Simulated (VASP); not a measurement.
# C (Fd-3m) in VASP: notebook, part 2 of 2

VASP 6.6.1.

**3. Single point, r2SCAN**

This run uses another cell than the first one, of 5.47 Å³/atom.

The input, POSCAR:

```
C
1.0
    1.7615716749      1.7615716749      0.0000000000
   -1.7615716749      1.7615716749      0.0000000000
    0.0000000000      1.7615716749      1.7615716749
C
2
Direct
    0.5000000000      0.5000000000      0.0000000000
    0.7500000000      0.2500000000      0.5000000000
```

The input, INCAR.step1:

```
SYSTEM = C
PREC = Accurate
ENCUT = 1430
ISMEAR = 0
SIGMA = 0.01
LREAL = .FALSE.
LASPH = .TRUE.
NELM = 120
NBANDS = 11
GGA = PE
ALGO = Normal
EDIFF = 1E-5
LWAVE = .TRUE.
LCHARG = .FALSE.
GGA_COMPAT = .FALSE.
```

The input, INCAR.step2:

```
SYSTEM = C
PREC = Accurate
ENCUT = 1430
EDIFF = 1E-6
ISMEAR = 0
SIGMA = 0.01
LREAL = .FALSE.
LASPH = .TRUE.
NELM = 120
ALGO = Normal
ISIF = 2
LWAVE = .FALSE.
LCHARG = .FALSE.
METAGGA = R2SCAN
LMIXTAU = .TRUE.
NBANDS = 11
ISTART = 1
GGA_COMPAT = .FALSE.
```

The input, KPOINTS:

```
Automatic mesh
0
G
  12 12 12
  0 0 0
```

Potentials or basis: VASP PAW PBE potentials, release 64 (C_h).

Launch:

```
> cat potpaw_PBE.64/C_h/POTCAR > POTCAR
> cp INCAR.step1 INCAR
> mpirun -np 1 vasp_std > vasp.out
> cp INCAR.step2 INCAR
> mpirun -np 1 vasp_std > vasp.out
```

OUTCAR:

```text
SYSTEM = C
   PREC = Accurate
   ENCUT = 1430
   EDIFF = 1E-6
   ISMEAR = 0
   LREAL = .FALSE.
   LASPH = .TRUE.
   NELM = 120
   ISIF = 2
   METAGGA = R2SCAN
   ISTART = 1

 ion  position               nearest neighbor table
   1  0.500  0.500  0.000-
   2  0.750  0.250  0.500-

  LATTYP: Found a face centered cubic cell.
 ALAT       =     3.5231433498

  Lattice vectors:

 A1 = (   0.0000000000,   1.7615716749,   1.7615716749)
 A2 = (   1.7615716749,   0.0000000000,   1.7615716749)
 A3 = (   1.7615716749,   1.7615716749,   0.0000000000)

Analysis of symmetry for initial positions (statically):
=====================================================================
 Subroutine PRICEL returns:
 Original cell was already a primitive cell.

 Routine SETGRP: Setting up the symmetry group for a
 face centered cubic supercell.

 Subroutine GETGRP returns: Found 48 space group operations
 (whereof 24 operations were pure point group operations)
 out of a pool of 48 trial point group operations.

The static configuration has the point symmetry T_d .
[... 171 lines left out ...]
  band No.  band energies     occupation
      1     -11.6890      2.00000
      2      11.4952      2.00000
      3      11.4952      2.00000
      4      11.4952      2.00000
      5      17.4791      0.00000
      6      17.4791      0.00000
      7      17.4791      0.00000
      8      26.2457      0.00000
      9      32.4116      0.00000
     10      39.2592      0.00000
     11      39.2592      0.00000
[... 309 lines left out ...]
 k-point    24 :      -0.4167    0.1667    0.0000
  band No.  band energies     occupation
      1      -7.2229      2.00000
      2       0.8926      2.00000
      3       6.8399      2.00000
      4       7.0581      2.00000
      5      18.6716      0.00000
      6      23.4082      0.00000
      7      23.6319      0.00000
      8      25.2260      0.00000
      9      34.3220      0.00000
     10      35.8913      0.00000
     11      40.6703      0.00000

 [... further k-points ...]

------------------------ aborting loop because EDIFF is reached ----------------------------------------

  FORCE on cell =-STRESS in cart. coord.  units (eV):
  Direction    XX          YY          ZZ          XY          YZ          ZX
  --------------------------------------------------------------------------------------
  -------------------------------------------------------------------------------------
  Total        0.9793273      0.9793273      0.9793273      0.0000000      0.0000000     -0.0000000
  in kB      143.5183750    143.5183750    143.5183750      0.0000000      0.0000000     -0.0000000
  external PRESSURE =     143.5183750 kB  Pullay stress =       0.0000000 kB

 VOLUME and BASIS-vectors are now :
 -----------------------------------------------------------------------------
  energy-cutoff  :     1430.00
  volume of cell :       10.93
      direct lattice vectors                 reciprocal lattice vectors
     1.761571675  1.761571675  0.000000000     0.283837443  0.283837443 -0.283837443
    -1.761571675  1.761571675  0.000000000    -0.283837443  0.283837443 -0.283837443
     0.000000000  1.761571675  1.761571675     0.000000000  0.000000000  0.567674886

 POSITION                                       TOTAL-FORCE (eV/Angst)
 -----------------------------------------------------------------------------------
      0.00000      1.76157      0.00000        -0.000000      0.000000      0.000000
      0.88079      2.64236      0.88079         0.000000     -0.000000     -0.000000
 -----------------------------------------------------------------------------------
    total drift:                                0.000000     -0.000000     -0.000000

  FREE ENERGIE OF THE ION-ELECTRON SYSTEM (eV)
  ---------------------------------------------------
  free  energy   TOTEN  =       -19.7075127405 eV

  energy  without entropy=      -19.7075127405  energy(sigma->0) =      -19.70751274
```

OSZICAR.step1:

```text
N       E                     dE             d eps       ncg     rms          rms(c)
DAV:   1     0.250608265780E+02    0.25061E+02   -0.88957E+03  1584   0.161E+03
DAV:   2    -0.173934641681E+02   -0.42454E+02   -0.40349E+02  2176   0.212E+02
DAV:   3    -0.188747361389E+02   -0.14813E+01   -0.14755E+01  1895   0.331E+01
DAV:   4    -0.188797659133E+02   -0.50298E-02   -0.50293E-02  1747   0.206E+00
DAV:   5    -0.188797720836E+02   -0.61703E-05   -0.61702E-05  1842   0.787E-02    0.501E+00
DAV:   6    -0.183625603104E+02    0.51721E+00   -0.26510E-01  1661   0.374E+00    0.274E+00
DAV:   7    -0.181869633113E+02    0.17560E+00   -0.32534E-01  1749   0.412E+00    0.362E-01
DAV:   8    -0.181889392324E+02   -0.19759E-02   -0.92950E-03  1674   0.905E-01    0.424E-02
DAV:   9    -0.181889864990E+02   -0.47267E-04   -0.59623E-05  1922   0.705E-02    0.193E-02
DAV:  10    -0.181890038916E+02   -0.17393E-04   -0.14038E-05  1733   0.347E-02    0.247E-03
DAV:  11    -0.181890037926E+02    0.99058E-07   -0.25571E-07   846   0.531E-03
   1 F= -.18189004E+02 E0= -.18189004E+02  d E =-.648469E-18
```

Wall time 36 s (1 thread of Intel Xeon 6975P-C (Granite Rapids), shared host); peak memory 0.19 GiB.

Results:

* Free energy: -19.7075 eV
* Pressure: 14.4 GPa
* Band gap on the k mesh: 4.46 eV (least direct gap 5.98 eV)

Caveat: the cell stands under pressure; the PAW data sets were made with another functional, which shifts forces and pressure a little. A k mesh can miss the band edges.

**4. Single point, r2SCAN**

This run uses another cell than the first one, of 5.52 Å³/atom.

The input, POSCAR:

```
C
1.0
    1.7675122830      1.7675122830      0.0000000000
   -1.7675122830      1.7675122830      0.0000000000
    0.0000000000      1.7675122830      1.7675122830
C
2
Direct
    0.5000000000      0.5000000000      0.0000000000
    0.7500000000      0.2500000000      0.5000000000
```

The input, INCAR.step1:

```
PREC = Accurate
ENCUT = 1430
ISMEAR = 0
SIGMA = 0.01
LREAL = F
LASPH = T
NELM = 120
NBANDS = 11
GGA = PE
ALGO = Normal
EDIFF = 1E-5
LWAVE = T
LCHARG = F
GGA_COMPAT = F
```

The input, INCAR.step2:

```
PREC = Accurate
ENCUT = 1430
EDIFF = 1E-6
ISMEAR = 0
SIGMA = 0.01
LREAL = F
LASPH = T
NELM = 120
ALGO = Normal
ISIF = 2
LWAVE = F
LCHARG = F
METAGGA = R2SCAN
LMIXTAU = T
NBANDS = 11
ISTART = 1
GGA_COMPAT = F
```

The input, KPOINTS:

```
Automatic mesh
0
Gamma
  12 12 12
```

Launch:

```
> cat potpaw_PBE.64/C_h/POTCAR > POTCAR
> cp INCAR.step1 INCAR
> mpirun -np 1 vasp_std > vasp.out
> cp INCAR.step2 INCAR
> mpirun -np 1 vasp_std > vasp.out
```

It took 37 s on 1 thread of Intel Xeon 6975P-C (Granite Rapids), shared host; peak memory 0.19 GiB.

Results (log left out):

| Quantity | Value |
| --- | --- |
| Free energy | -19.7159 eV |
| Pressure | 9.4 GPa |
| Band gap on the k mesh | 4.44 eV (least direct gap 5.96 eV) |

Levels at points of the mesh, in eV from the valence-band top:
```tsv
k point	band 1	band 2	band 3	band 4	band 5	band 6	band 7	band 8
(0.00, 0.00, 0.00)	-23.04	0.00	0.00	0.00	5.96	5.96	5.96	14.50
(0.50, 0.00, 0.00)	-16.94	-14.33	-3.04	-3.04	9.03	9.03	9.54	16.99
(0.50, 0.50, 0.00)	-13.76	-13.76	-6.81	-6.81	5.09	5.09	18.35	18.35
```

Caveat: the cell stands under pressure; the PAW data sets were made with another functional, which shifts forces and pressure a little. A k mesh can miss the band edges.

**5. The runs side by side**

| cell | gap on the mesh (eV) | pressure (GPa) |
| --- | --- | --- |
| a = 2.505 Å, angles 60.0, 60.0, 90.0°, 2 atoms | 4.42 | 6.4 |
| a = 2.491 Å, angles 60.0, 60.0, 90.0°, 2 atoms | 4.46 | 14.4 |
| a = 2.500 Å, angles 60.0, 60.0, 90.0°, 2 atoms | 4.44 | 9.4 |

Alike in all rows: task single point; level r2SCAN; potentials or basis VASP PAW PBE potentials, release 64 (C_h); no spin polarisation; k mesh 12 × 12 × 12; cutoff (eV) 1430; smearing gaussian 0.01 eV.

Caveats: the cell stands under pressure; the PAW data sets were made with another functional, which shifts forces and pressure a little.

Absolute energies hang on the potentials; compare differences alone.
